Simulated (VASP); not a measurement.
# TiAl2 (Cmmm) in VASP: notebook

The runs below take TiAl2 through single point, with LDA.

Everything below comes from runs of VASP 6.6.1. Logs are shortened: lines on timing, memory, paths and dates and some standing lists are left out, and cuts for length are marked.

## Step 1: The cell of the first run

The structure is orthorhombic, space group Cmmm (No. 65). The conventional cell has a = 3.829 Å, b = 11.840 Å, c = 4.002 Å, α = 90.00°, β = 90.00°, γ = 90.00°. Ti (site symmetry m2m) has 10 Al at 2.66 to 2.85 Å and 2 Ti at 2.94 Å within 3.5 Å. Al (site symmetry mmm) has 4 Ti at 2.66 Å and 8 Al at 2.77 to 2.86 Å within 3.5 Å. Within 3.5 Å of Al (site symmetry m2m) lie 6 Al at 2.64 to 2.86 Å and 6 Ti at 2.78 to 2.85 Å. Al (site symmetry mmm) has 4 Ti at 2.72 Å and 8 Al at 2.77 to 2.80 Å within 3.6 Å.

## Step 2: Single point, LDA

INCAR

```
SYSTEM = TiAl2
PREC = Accurate
ENCUT = 520
EDIFF = 1E-6
ISMEAR = 0
SIGMA = 0.15
LREAL = .FALSE.
LASPH = .TRUE.
NELM = 80
ALGO = Fast
ISIF = 2
LWAVE = .FALSE.
LCHARG = .FALSE.
NBANDS = 27
```

KPOINTS

```
Automatic mesh
0
G
  12 12 12
  0 0 0
```

POSCAR

```
TiAl2
1.0
    1.9146052794     -5.9201652110      0.0000000000
    1.9146052794      5.9201652110      0.0000000000
    0.0000000000      0.0000000000      4.0018020009
Ti Al
2 4
Direct
    0.6560576955      0.3439423045      0.0000000000
    0.3439423045      0.6560576955      0.0000000000
    0.0000000000      0.0000000000      0.0000000000
    0.8269820961      0.1730179039      0.5000000000
    0.1730179039      0.8269820961      0.5000000000
    0.5000000000      0.5000000000      0.5000000000
```

Potentials or basis: VASP PAW LDA potentials, release 64 (Ti_sv, Al).

Command:

```bash
$ cat potpaw_LDA.64/Ti_sv/POTCAR potpaw_LDA.64/Al/POTCAR > POTCAR
$ mpirun -np 1 vasp_std > vasp.out
```

OUTCAR:

```text
SYSTEM = TiAl2
   PREC = Accurate
   ENCUT = 520
   EDIFF = 1E-6
   ISMEAR = 0
   LREAL = .FALSE.
   LASPH = .TRUE.
   NELM = 80
   ISIF = 2

 ion  position               nearest neighbor table
   1  0.656  0.344  0.000-   3 2.66   3 2.66   6 2.72   6 2.72   5 2.78   5 2.78   5 2.78   5 2.78
                             4 2.85   4 2.85
   2  0.344  0.656  0.000-   3 2.66   3 2.66   6 2.72   6 2.72   4 2.78   4 2.78   4 2.78   4 2.78
                             5 2.85   5 2.85
   3  0.000  0.000  0.000-   1 2.66   2 2.66   1 2.66   2 2.66   6 2.77   6 2.77   6 2.77   6 2.77
                             4 2.86   4 2.86   5 2.86   5 2.86
   4  0.827  0.173  0.500-   5 2.64   5 2.64   2 2.78   2 2.78   2 2.78   2 2.78   6 2.80   6 2.80
                             1 2.85   1 2.85   3 2.86   3 2.86
   5  0.173  0.827  0.500-   4 2.64   4 2.64   1 2.78   1 2.78   1 2.78   1 2.78   6 2.80   6 2.80
                             2 2.85   2 2.85   3 2.86   3 2.86
   6  0.500  0.500  0.500-   1 2.72   2 2.72   1 2.72   2 2.72   3 2.77   3 2.77   3 2.77   3 2.77
                             5 2.80   4 2.80   5 2.80   4 2.80

  LATTYP: Found a base centered orthorhombic cell.
 ALAT       =     3.8292105588
 B/A-ratio  =     3.0921074305
 C/A-ratio  =     1.0450723300

  Lattice vectors:

 A1 = (   1.9146052794,  -5.9201652110,   0.0000000000)
 A2 = (   1.9146052794,   5.9201652110,   0.0000000000)
 A3 = (   0.0000000000,   0.0000000000,   4.0018020009)

Analysis of symmetry for initial positions (statically):
=====================================================================
 Subroutine PRICEL returns:
 Original cell was already a primitive cell.

 Routine SETGRP: Setting up the symmetry group for a
 base centered orthorhombic supercell.

 Subroutine GETGRP returns: Found  8 space group operations
 (whereof  8 operations were pure point group operations)
 out of a pool of  8 trial point group operations.

The static configuration has the point symmetry D_2h.

Analysis of symmetry for dynamics (positions and initial velocities):
=====================================================================
 Subroutine PRICEL returns:
 Original cell was already a primitive cell.

 Routine SETGRP: Setting up the symmetry group for a
 base centered orthorhombic supercell.

 Subroutine GETGRP returns: Found  8 space group operations
 (whereof  8 operations were pure point group operations)
 out of a pool of  8 trial point group operations.

The dynamic configuration has the point symmetry D_2h.

 Subroutine INISYM returns: Found  8 space group operations
 (whereof  8 operations are pure point group operations),
 and found     1 'primitive' translations

----------------------------------------------------------------------------------------

                                     Primitive cell

  volume of cell :      90.7191

  direct lattice vectors                    reciprocal lattice vectors
     1.914605279 -5.920165211  0.000000000     0.261150434 -0.084457102  0.000000000
     1.914605279  5.920165211  0.000000000     0.261150434  0.084457102  0.000000000
     0.000000000  0.000000000  4.001802001     0.000000000  0.000000000  0.249887426

  length of vectors
     6.222063123  6.222063123  4.001802001     0.274467760  0.274467760  0.249887426

  position of ions in fractional coordinates (direct lattice)
     0.656057696  0.343942304  0.000000000
     0.343942304  0.656057696  0.000000000
     0.000000000  0.000000000  0.000000000
     0.826982096  0.173017904  0.500000000
     0.173017904  0.826982096  0.500000000
     0.500000000  0.500000000  0.500000000

  ion indices of the primitive-cell ions
   primitive index   ion index
                 1           1
                 2           2
                 3           3
                 4           4
                 5           5
                 6           6

----------------------------------------------------------------------------------------

 KPOINTS: Automatic mesh

Automatic generation of k-mesh.
 Grid dimensions read from file:
 generate k-points for:   12   12   12

 Generating k-lattice:

  Cartesian coordinates                     Fractional coordinates (reciprocal lattice)
     0.021762536 -0.007038092  0.000000000     0.083333333  0.000000000  0.000000000
     0.021762536  0.007038092  0.000000000     0.000000000  0.083333333  0.000000000
     0.000000000  0.000000000  0.020823952     0.000000000  0.000000000  0.083333333

  Length of vectors
     0.022872313  0.022872313  0.020823952

  Shift w.r.t. Gamma in fractional coordinates (k-lattice)
     0.000000000  0.000000000  0.000000000

 Subroutine IBZKPT returns following result:
 ===========================================

 Found    301 irreducible k-points:

 Following reciprocal coordinates:
            Coordinates               Weight
  0.000000  0.000000  0.000000      1.000000
  0.083333  0.000000  0.000000      4.000000
  0.166667  0.000000  0.000000      4.000000
  0.250000  0.000000  0.000000      4.000000
  0.333333  0.000000  0.000000      4.000000
  0.416667  0.000000  0.000000      4.000000
[... 16 lines left out ...]
  0.500000  0.166667  0.000000      4.000000
 -0.416667  0.166667  0.000000      4.000000
 [... further k-points ...]
   k-points           NKPTS =    301   k-points in BZ     NKDIM =    301   number of bands    NBANDS=     27
   number of dos      NEDOS =    301   number of ions     NIONS =      6
   total plane-waves  NPLWV =  69120
   dimension x,y,z NGX =    48 NGY =   48 NGZ =   30
   dimension x,y,z NGXF=    96 NGYF=   96 NGZF=   60
   ions per type =               2   4
   NGX,Y,Z   is equivalent  to a cutoff of  12.83, 12.83, 12.46 a.u.
   NGXF,Y,Z  is equivalent  to a cutoff of  25.65, 25.65, 24.93 a.u.
 SYSTEM =  TiAl2
   PREC   = accura    normal or accurate (medium, high low for compatibility)
   ISTART =      0    job   : 0-new  1-cont  2-samecut
   ICHARG =      2    charge: 1-file 2-atom 10-const
   ISPIN  =      1    spin polarized calculation?
   LNONCOLLINEAR =      F non collinear calculations
   LSORBIT =      F    spin-orbit coupling
   LASPH  =      T    aspherical Exc in radial PAW
   ENCUT  =  520.0 eV  38.22 Ry    6.18 a.u.  11.57 11.57  7.44*2*pi/ulx,y,z
   NELM   =     80;   NELMIN=  2; NELMDL= -5     # of ELM steps
   EDIFF  = 0.1E-05   stopping-criterion for ELM
   LREAL  =      F    real-space projection
   EDIFFG = 0.1E-04   stopping-criterion for IOM
   NSW    =      0    number of steps for IOM
   IBRION =     -1    ionic relax: 0-MD 1-quasi-New 2-CG
   NFREE  =      0    steps in history (QN), initial steepest desc. (CG)
   ISIF   =      2    stress and relaxation
   ISYM   =      2    0-nonsym 1-usesym 2-fastsym
   POTIM  = 0.5000    time-step for ionic-motion
   TEBEG  =    0.0;   TEEND  =   0.0 temperature during run
   PSTRESS=    0.0 pullay stress
   NELECT =      36.0000    total number of electrons
   NUPDOWN=      -1.0000    fix difference up-down
   EMIN   =  10.00;   EMAX   =-10.00  energy-range for DOS
   EFERMI =   0.00;   METHOD = LEGACY
   ISMEAR =     0;   SIGMA  =   0.15  broadening in eV -4-tet -1-fermi 0-gaus
   EFERMI_NEDOS =   21; number of points for ismear=-14 and -15
   IALGO  =     68    algorithm
   IMIX   =      4    mixing-type and parameters
     AMIX     =   0.40;   BMIX     =  1.00
     AMIX_MAG =   1.60;   BMIX_MAG =  1.00
  volume/ion in A,a.u.               =      15.12       102.03
  Fermi-wavevector in a.u.,A,eV,Ry     =   1.203029  2.273395 19.691424  1.447279
  Thomas-Fermi vector in A             =   2.338794
   LORBIT       =      0    0 simple, 1 ext, 2 COOP (PROOUT), +10 PAW based schemes
   GGA     = CA    functional components
   LHFCALC =     F    Hartree Fock is set to
   AEXX    =    0.0000 exact exchange contribution
   IVDW    =     0    specifies the selected vdW correction
   LEPSILON=     F    determine dielectric tensor
   LRPA    =     F    only Hartree local field effects (RPA)
 non-spin polarized calculation
 RMM-DIIS sequential band-by-band and
 Gauss-broadening in eV      SIGMA  =   0.15
  energy-cutoff  :      520.00
  volume of cell :       90.72
 maximum number of plane-waves:      2459
 NGX is ok and might be reduce to    48
   NGX = 23   NGY = 23   NGZ = 15

 number of electron      35.9999995 magnetization

 Free energy of the ion-electron system (eV)
  ---------------------------------------------------
  ext. energy  EPLUGINS =         0.00000000
  ---------------------------------------------------
  free energy    TOTEN  =       -36.55566856 eV

  energy without entropy =      -36.52785150  energy(sigma->0) =      -36.54176003

 E-fermi :   8.8223     XC(G=0): -11.2698

 val. band max:        8.8184610332   @ k =   0.5000   0.4167   0.5000
 cond. band min:       8.8286994909   @ k =   0.0000   0.0000   0.1667
 fundamental gap:      0.0102384577
 Fermi energy:         8.8223066000

 k-point     1 :       0.0000    0.0000    0.0000
  band No.  band energies     occupation
      1     -47.0871      2.00000
      2     -47.0473      2.00000
      3     -23.8548      2.00000
      4     -23.8125      2.00000
      5     -23.8120      2.00000
      6     -23.7772      2.00000
[... 19 lines left out ...]
     26      12.5578      0.00000
     27      12.8540      0.00000

 k-point     2 :       0.0833    0.0000    0.0000
  band No.  band energies     occupation
      1     -47.0863      2.00000
      2     -47.0479      2.00000
      3     -23.8540      2.00000
      4     -23.8131      2.00000
      5     -23.8122      2.00000
      6     -23.7806      2.00000
[... 19 lines left out ...]
     26      12.8996      0.00000
     27      13.0512      0.00000

 k-point     3 :       0.1667    0.0000    0.0000
  band No.  band energies     occupation
      1     -47.0841      2.00000
      2     -47.0497      2.00000
      3     -23.8515      2.00000
      4     -23.8148      2.00000
      5     -23.8133      2.00000
      6     -23.7894      2.00000
[... 594 lines left out ...]
      1     -47.0756      2.00000
      2     -47.0569      2.00000
      3     -23.8417      2.00000
      4     -23.8223      2.00000
      5     -23.8173      2.00000
      6     -23.8101      2.00000
[... 19 lines left out ...]
     26      12.3126      0.00000
     27      12.6258      0.00000

 k-point    24 :      -0.4167    0.1667    0.0000
  band No.  band energies     occupation
      1     -47.0800      2.00000
      2     -47.0531      2.00000
      3     -23.8467      2.00000
      4     -23.8185      2.00000
      5     -23.8095      2.00000
      6     -23.8017      2.00000
[... 19 lines left out ...]
     26      12.0951      0.00000
     27      12.8205      0.00000

 [... further k-points ...]
[... 5 lines left out ...]
  --------------------------------------------------------------------------------------
  -------------------------------------------------------------------------------------
  Total        0.8648676      0.9854333     -1.3451977      0.0000000      0.0000000      0.0000000
  in kB       15.2743086     17.4036022    -23.7573526      0.0000000      0.0000000      0.0000000
  external PRESSURE =       2.9735194 kB  Pullay stress =       0.0000000 kB

 VOLUME and BASIS-vectors are now :
 -----------------------------------------------------------------------------
  energy-cutoff  :      520.00
  volume of cell :       90.72
      direct lattice vectors                 reciprocal lattice vectors
     1.914605279 -5.920165211  0.000000000     0.261150434 -0.084457102  0.000000000
     1.914605279  5.920165211  0.000000000     0.261150434  0.084457102  0.000000000
     0.000000000  0.000000000  4.001802001     0.000000000  0.000000000  0.249887426

 POSITION                                       TOTAL-FORCE (eV/Angst)
 -----------------------------------------------------------------------------------
      1.91461     -1.84777      0.00000         0.000000     -0.106051      0.000000
      1.91461      1.84777      0.00000         0.000000      0.106051      0.000000
      0.00000      0.00000      0.00000         0.000000     -0.000000      0.000000
      1.91461     -3.87158      2.00090         0.000000     -0.040136      0.000000
      1.91461      3.87158      2.00090         0.000000      0.040136     -0.000000
      1.91461      0.00000      2.00090        -0.000000      0.000000      0.000000
 -----------------------------------------------------------------------------------
    total drift:                                0.000000      0.000000      0.000000

  FREE ENERGIE OF THE ION-ELECTRON SYSTEM (eV)
  ---------------------------------------------------
  free  energy   TOTEN  =       -36.5556685650 eV

  energy  without entropy=      -36.5278514957  energy(sigma->0) =      -36.54176003
```

Wall time 35 min (1 thread of Intel Xeon Platinum 8259CL at 2.50GHz (Skylake/Cascade Lake), shared host); peak memory 0.66 GiB.

What came out:

```
Free energy            : -36.5557 eV
Pressure               : 0.3 GPa
Largest force          : 0.106 eV/Å
Band gap on the k mesh : zero (band 18 reaches 9.63 eV, above the bottom of band 19 at 8.20 eV)
```

Forces on the atoms (eV/Å):
```
Ti   0.000 -0.106  0.000
Ti   0.000  0.106  0.000
Al   0.000  0.000  0.000
Al   0.000 -0.040  0.000
Al   0.000  0.040  0.000
Al   0.000  0.000  0.000
```

(Continued in part 2 of 3.)
